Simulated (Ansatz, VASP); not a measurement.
## One calculation of CuAs3, two programs

The input INCAR:

```
SYSTEM = CuAs3
PREC = Accurate
ENCUT = 520
EDIFF = 1E-7
ISMEAR = -1
SIGMA = 0.05
LREAL = .FALSE.
LASPH = .TRUE.
NELM = 80
ALGO = Normal
ISIF = 2
LWAVE = .FALSE.
LCHARG = .FALSE.
GGA = PE
NBANDS = 21
```

The input KPOINTS:

```
Automatic mesh
0
G
  6 6 6
  0 0 0
```

The input POSCAR:

```
CuAs3
1.0
    0.0000000000      3.8316845500      3.8316845500
    3.8316845500      0.0000000000      3.8316845500
    3.8316845500      3.8316845500      0.0000000000
Cu As
1 3
Direct
   -0.0002700000      0.0058930000     -0.0020680000
    0.2609880000      0.2448240000      0.2452430000
    0.7407150000      0.7440190000      0.7603640000
    0.5053430000      0.4926620000      0.4977220000
```

The input input.yaml:

```yaml
crystal:
  lattice:
    - [0.0, 3.83168455, 3.83168455]
    - [3.83168455, 0.0, 3.83168455]
    - [3.83168455, 3.83168455, 0.0]
  atoms:
    - { symbol: Cu, position: [-0.00027, 0.005893, -0.002068] }
    - { symbol: As, position: [0.260988, 0.244824, 0.245243] }
    - { symbol: As, position: [0.740715, 0.744019, 0.760364] }
    - { symbol: As, position: [0.505343, 0.492662, 0.497722] }
kpoints:
  mp_grid: { grid: [6, 6, 6] }
scf:
  occupations: { method: fermi_dirac, width: 0.05 }
hamiltonian:
  xc: pbe
  pseudopotentials: { kind: all_electron, lapw: { basis_error: 0.001 } }
output:
  forces: true
  stress: true
  eigenvalues: true
  populations: true
```

Change from the starting cell: atoms moved at random, drawn with an rms of 0.05 Å.

Alike in both runs: task single point; functional PBE; k mesh 6 × 6 × 6; occupations fermi-dirac, width 0.05 eV; no spin polarisation.

```csv
,VASP,Ansatz
version,VASP 6.6.1,Ansatz 0.2.0
potentials or method,"VASP PAW PBE potentials, release 64 (Cu, As), cutoff 520 eV","all-electron LAPW, scalar-relativistic"
```

Ansatz gave:

```
gap on the k mesh at the Fermi level (eV)                     : none
pressure (GPa)                                                : -13.7
traceless stress, the component that is largest in VASP (GPa) : 0.10
rms of the force components (eV/Å)                            : 0.042
```

Problem. What did VASP give for the same quantities?

Solution. gap on the k mesh at the Fermi level (eV): none; pressure (GPa): -13.7; traceless stress, the component that is largest in VASP (GPa): 0.09; rms of the force components (eV/Å): 0.042.

Atom by atom the forces differ by 0.000 eV/Å (rms over components). A gap of «none» marks a metal or a gap that the smearing closes. Ansatz ran all-electron here, and VASP with PAW potentials.
